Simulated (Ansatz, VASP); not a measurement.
# K3RuW: VASP beside Ansatz

```
K Ru W
1.0
     4.16406    0.00000    0.00000
    -2.08203    3.60618    0.00000
     0.00000    0.00000   14.05323
K Ru W
3 1 1
Direct
  0.33333 0.66667 0.19414
  0.33333 0.66667 0.80586
  0.66667 0.33333 0.50000
  0.66667 0.33333 0.00000
  0.00000 0.00000 0.00000
```

Alike in both runs: functional PBE; k mesh 12 × 12 × 4; occupations gaussian, width 0.1 eV; no spin polarisation.

Ansatz relaxed the structure, and its values are those at the end. VASP's run is a single point on that final structure, the one shown.

```csv
,VASP,Ansatz
version,VASP 6.6.1,Ansatz 0.2.0
potentials or method,"VASP PAW PBE potentials, release 64 (K_sv, Ru_pv, W_sv), cutoff 520 eV","scalar-relativistic, plane waves, PAW"
valence electrons in the cell,55,57
```

```csv
,VASP,Ansatz,Ansatz less VASP
gap on the k mesh at the Fermi level (eV),none,none,-
pressure (GPa),0.1,0.0,-0.11
```

A gap of «none» marks a metal or a gap that the smearing closes. With one functional, cell and mesh, what is left measures potentials, basis and numerics. VASP's potentials hold 55 valence electrons a cell and Ansatz's 57, so a difference there can come from the potentials and not from the codes.

Spin-orbit coupling is off throughout.
